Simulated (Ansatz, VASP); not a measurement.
# Mg: VASP beside Ansatz

Contents of INCAR:

```
PREC = Accurate
ENCUT = 600
EDIFF = 1E-6
ISMEAR = 1
SIGMA = 0.23
LREAL = F
LASPH = T
NELM = 120
ALGO = Normal
ISIF = 2
LWAVE = F
LCHARG = F
GGA = PE
NBANDS = 7
GGA_COMPAT = F
```

Contents of KPOINTS:

```
regular mesh
0
Gamma
  3 3 2
```

POSCAR

```
Mg
1.0
    3.0502998005      0.0000000000      0.0000000000
   -1.5251499003      2.6416371164      0.0000000000
    0.0000000000      0.0000000000      3.0448375700
Mg
1
Direct
    0.0000000000      0.0000000000      0.0000000000
```

Input for Ansatz:

```yaml
crystal:
  lattice:
    - [3.0502998005, 0.0, 0.0]
    - [-1.5251499003, 2.6416371164, 0.0]
    - [0.0, 0.0, 3.04483757]
  atoms:
    - { symbol: Mg, position: [0.0, 0.0, 0.0] }
basis:
  ecutwfc: 420
kpoints:
  mp_grid: { grid: [3, 3, 2] }
hamiltonian:
  xc: pbe
scf:
  occupations: { method: methfessel_paxton, width: 0.23 }
output:
  forces: true
  stress: true
  eigenvalues: true
```

Alike in both runs: task single point; functional PBE; k mesh 3 × 3 × 2; occupations methfessel-paxton of order 1, width 0.23 eV; no spin polarisation.

```csv
,VASP,Ansatz
version,VASP 6.6.1,Ansatz 0.2.0
potentials or method,"VASP PAW PBE potentials, release 64 (Mg), cutoff 600 eV","scalar-relativistic, plane waves, PAW"
valence electrons in the cell,2,10
```

Ansatz gave:

| Quantity | Value |
| --- | --- |
| gap on the k mesh at the Fermi level (eV) | none |
| pressure (GPa) | 5.8 |
| traceless stress, the component that is largest in VASP (GPa) | 27.69 |

Q: What did VASP give for the same quantities?

A: gap on the k mesh at the Fermi level (eV): none; pressure (GPa): 5.8; traceless stress, the component that is largest in VASP (GPa): 27.76.

A gap of «none» marks a metal or a gap that the smearing closes. VASP's potentials hold 2 valence electrons a cell and Ansatz's 10, so a difference there can come from the potentials and not from the codes.

The k mesh is coarse, so the values compare programs but aren't converged.
